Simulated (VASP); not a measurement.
# WC (Pm) in VASP: further runs, part 2 of 2

VASP 6.6.1. Earlier steps stand in the parts before.

## 4. Single point, PBE (atom 1 (W) moved by (-0.200, -0.100) A along x and y)

Contents of INCAR:

```
SYSTEM = WC
ALGO     = Normal         ! electronic algorithm
EDIFF    = 1E-7           ! SCF threshold, eV
ENCUT    = 520            ! plane-wave cutoff, eV
GGA      = PE             ! functional
ISIF     = 2              ! what is computed and relaxed
ISMEAR   = 0              ! smearing method
LASPH    = .True.         ! aspherical terms in the spheres
LCHARG   = .True.         ! write CHGCAR
LELF     = .True.         ! ELF
LREAL    = .False.        ! projectors in reciprocal space
LVHAR    = .True.       
LWAVE    = .False.        ! write WAVECAR
NBANDS   = 16             ! bands
NELM     = 100            ! most SCF steps
PREC     = Accurate       ! precision mode
SIGMA    = 0.15           ! smearing width, eV
```

Contents of KPOINTS:

```
k-points
0
Gamma
  18 18 16
  0 0 0
```

Contents of POSCAR:

```
WC
1.0
    2.9005014360      0.0000000000      0.0000000000
   -1.4502507180      2.5119079273      0.0000000000
    0.0000000000      0.0000000000      2.8290000000
W C
1 1
Direct
   -0.0888587827     -0.0398103764      0.0000000000
    0.6666666667      0.3333333333      0.5000000000
```

Command:

```bash
cat potpaw_PBE.64/W_sv/POTCAR potpaw_PBE.64/C/POTCAR > POTCAR
mpirun -np 1 vasp_std > vasp.out
```

Wall time 7.8 min (1 thread of Intel Xeon 8259CL, shared host); peak memory 0.56 GiB.

It converged, with:

- Free energy: -22.0779 eV
- Pressure: 16.4 GPa
- Largest force: 2.969 eV/Å
- Band gap on the k mesh: zero (bands 9 and 10 overlap by 1.75 eV)

Forces on the atoms (eV/Å):
```
W    2.696  1.244  0.000
C   -2.696 -1.244  0.000
```

Stress tensor (GPa, compression positive):
```
 9.97 -8.24  0.00
-8.24 18.13  0.00
 0.00  0.00 21.16
```

Levels at points of the mesh, in eV from the Fermi level:
```
           k point  band 5  band 6  band 7  band 8  band 9  band 10  band 11  band 12  band 13  band 14
(0.00, 0.00, 0.00)  -14.74   -4.73   -3.55   -3.17   -0.28     2.77     3.44     4.05     4.55     8.30
(0.50, 0.00, 0.00)  -11.97   -6.63   -3.90   -3.05   -0.88     1.93     4.56     4.86     5.12     9.75
(0.00, 0.50, 0.00)  -11.00   -7.66   -4.40   -4.36    0.20     2.18     4.06     4.91     8.03     9.38
(0.50, 0.50, 0.00)  -10.94   -7.74   -4.41   -4.33    0.13     2.21     4.03     4.88     8.16     9.38
(0.00, 0.00, 0.50)  -10.64   -8.90   -3.59   -1.06   -0.67    -0.61     2.25     3.67     6.62    10.08
(0.50, 0.00, 0.50)  -10.87   -7.29   -5.25   -5.18    1.03     4.27     5.09     6.38     9.06    10.23
(0.00, 0.50, 0.50)  -11.91   -6.28   -4.39   -3.81   -0.42     4.28     5.16     5.16     9.35    10.23
(0.50, 0.50, 0.50)  -11.95   -6.24   -4.32   -3.82   -0.47     4.29     5.17     5.29     9.29    10.29
```

Caveat: the cell differs from its parent crystal (atom 1 (W) moved by (-0.200, -0.100) A along x and y); the stress differs along the axes, from 10 to 21 GPa; spin-orbit coupling is left out, which moves the levels of the heavy elements; forces of over 1 eV/Å act on the atoms, so gaps and moduli don't describe the material at rest.

## 5. Single point, PBE (atom 1 (W) moved by (-0.200, +0.100) A along x and y)

Contents of INCAR:

```
ALGO = Normal
EDIFF = 1E-6
ENCUT = 520
GGA = PE
ISIF = 2
ISMEAR = 0
LASPH = True
LCHARG = True
LELF = True
LREAL = False
LVHAR = True
LWAVE = False
NBANDS = 16
NELM = 80
PREC = Accurate
SIGMA = 0.15
```

Contents of KPOINTS:

```
k-points
0
Gamma
  18 18 16
```

Changes to POSCAR since step 4:

```diff
@@ -8,3 +8,3 @@
 Direct
-   -0.0888587827     -0.0398103764      0.0000000000
+   -0.0490484064      0.0398103764      0.0000000000
     0.6666666667      0.3333333333      0.5000000000
```

Command:

```bash
cat potpaw_PBE.64/W_sv/POTCAR potpaw_PBE.64/C/POTCAR > POTCAR
mpirun -np 1 vasp_std > vasp.out
```

Wall time 7.1 min (1 thread of Intel Xeon 8259CL, shared host); peak memory 0.56 GiB.

The run converged. Its results:

```yaml
Free_energy: -21.9980 eV
Pressure: 18.4 GPa
Largest_force: 4.023 eV/Å
Band_gap_on_the_k_mesh: zero (bands 9 and 10 overlap by 1.35 eV)
```

Forces in eV/Å, atoms in the order of the input:
```
W    3.551 -1.891  0.000
C   -3.551  1.891  0.000
```

Stress tensor (GPa, compression positive):
```
19.79 -9.02  0.00
-9.02 10.74  0.00
 0.00  0.00 24.80
```

Levels at points of the mesh, in eV from the Fermi level:
| k point | band 5 | band 6 | band 7 | band 8 | band 9 | band 10 | band 11 | band 12 | band 13 | band 14 |
| --- | --- | --- | --- | --- | --- | --- | --- | --- | --- | --- |
| (0.00, 0.00, 0.00) | -14.68 | -4.87 | -3.74 | -2.83 | -0.51 | 3.29 | 3.34 | 3.59 | 6.50 | 7.13 |
| (0.50, 0.00, 0.00) | -11.60 | -6.90 | -4.40 | -3.61 | 0.01 | 1.93 | 4.53 | 5.12 | 6.32 | 9.63 |
| (0.00, 0.50, 0.00) | -11.53 | -6.97 | -4.45 | -3.71 | 0.12 | 1.95 | 4.50 | 5.11 | 6.57 | 9.59 |
| (0.50, 0.50, 0.00) | -10.67 | -8.02 | -4.58 | -3.82 | -0.41 | 2.35 | 4.12 | 4.72 | 8.73 | 9.49 |
| (0.00, 0.00, 0.50) | -10.60 | -8.81 | -3.37 | -0.86 | -0.78 | -0.67 | 2.27 | 3.63 | 6.38 | 10.12 |
| (0.50, 0.00, 0.50) | -11.24 | -6.84 | -5.10 | -4.29 | 0.50 | 4.30 | 5.15 | 5.59 | 9.39 | 9.43 |
| (0.00, 0.50, 0.50) | -11.32 | -6.76 | -5.03 | -4.18 | 0.38 | 4.30 | 5.15 | 5.44 | 9.38 | 9.52 |
| (0.50, 0.50, 0.50) | -12.05 | -6.08 | -4.12 | -3.79 | -0.53 | 4.38 | 5.22 | 6.79 | 8.39 | 10.31 |

Caveat: the cell differs from its parent crystal (atom 1 (W) moved by (-0.200, +0.100) A along x and y); the stress differs along the axes, from 11 to 25 GPa; spin-orbit coupling is left out, which moves the levels of the heavy elements; forces of over 1 eV/Å act on the atoms, so gaps and moduli don't describe the material at rest.

## 6. The runs side by side

| cell | gap on the mesh (eV) | pressure (GPa) | largest force (eV/Å) |
| --- | --- | --- | --- |
| as given, atomic positions A | none | 12.9 | 2.42 |
| as given, atomic positions B | none | 23.5 | 4.92 |
| as given, atomic positions C | none | 16.4 | 2.97 |
| as given, atomic positions D | none | 18.4 | 4.02 |

Alike in all rows: task single point; level PBE; potentials or basis VASP PAW PBE potentials, release 64 (W_sv, C); no spin polarisation; k mesh 18 × 18 × 16; cutoff (eV) 520; smearing gaussian 0.15 eV.

Caveats: spin-orbit coupling is left out, which moves the levels of the heavy elements; forces of over 1 eV/Å act on the atoms, so gaps and moduli don't describe the material at rest; the stress differs along the axes, from 7 to 16 GPa (at least some runs); the stress differs along the axes, from 10 to 34 GPa (at least some runs); the stress differs along the axes, from 10 to 21 GPa (at least some runs); the stress differs along the axes, from 11 to 25 GPa (at least some runs).

Absolute energies hang on the potentials; compare differences alone.
